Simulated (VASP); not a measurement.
A run of VASP 6.6.1 is set up as follows.

INCAR

```
SYSTEM = TaAl7N8
  ALGO = Normal
  EDIFF = 1E-6
  ENCUT = 520
  GGA = PS
  ISIF = 2
  ISMEAR = 0
  ISPIN = 2
  LASPH = .TRUE.
  LCHARG = .FALSE.
  LDAU = .TRUE.
  LDAUJ = 0 0 0
  LDAUL = 2 -1 -1
  LDAUPRINT = 1
  LDAUTYPE = 2
  LDAUU = 2 0 0
  LMAXMIX = 4
  LORBIT = 11
  LREAL = Auto
  LWAVE = .FALSE.
  MAGMOM = 2 0 0 0 0 0 0 0 0 0 0 0 0 0 0 0
  NBANDS = 54
  NELM = 150
  PREC = Accurate
  SIGMA = 0.05
```

Contents of KPOINTS:

```
k-points
0
G
  3 3 4
  0 0 0
```

The input POSCAR:

```
TaAl7N8
1.0
    6.2200009000      0.0000000000      0.0000000000
   -3.1100004000      5.3866788000      0.0000000000
    0.0000000000      0.0000000000      4.9800000000
Ta Al N
1 7 8
Direct
    0.3330903112      0.1664206200      0.9651824420
    0.3339891905      0.6668140602      0.0064893649
    0.8327069716      0.1654863856      0.0065039941
    0.8326607707      0.6668549016      0.0066238214
    0.1630942484      0.3364531099      0.4962215555
    0.1630579567      0.8260375870      0.4965067972
    0.6736226571      0.3365613990      0.4966037010
    0.6664875913      0.8330180303      0.5023796567
    0.3333535176      0.1663324130      0.4342792640
    0.3355446620      0.6675318520      0.3815086866
    0.8320094721      0.1639878084      0.3815237373
    0.8320272058      0.6675507999      0.3816338074
    0.1516853279      0.3478192094      0.8743607140
    0.1516839901      0.8036104704      0.8746884052
    0.6959129155      0.3478067664      0.8748041424
    0.6664080217      0.8330334660      0.8826825322
```

Potentials or basis: VASP PAW PBE potentials, release 64 (Ta_pv, Al, N).

The run is started by

```console
$ cat potpaw_PBE.64/Ta_pv/POTCAR potpaw_PBE.64/Al/POTCAR potpaw_PBE.64/N/POTCAR > POTCAR
$ mpirun -np 1 vasp_std > vasp.out
```

(1) What does it give for the pressure?

(2) What does it give for the largest force?

(3) Predict the site moments.

## Answers

(1) 10.8 GPa.

(2) 0.144 eV/Å.

(3) Ta +1.04; Al +0.01, +0.00; N +0.01 μB.

Caveat: the k points lie up to 0.39 Å⁻¹ apart; the PAW data sets were made with another functional, which shifts forces and pressure a little.
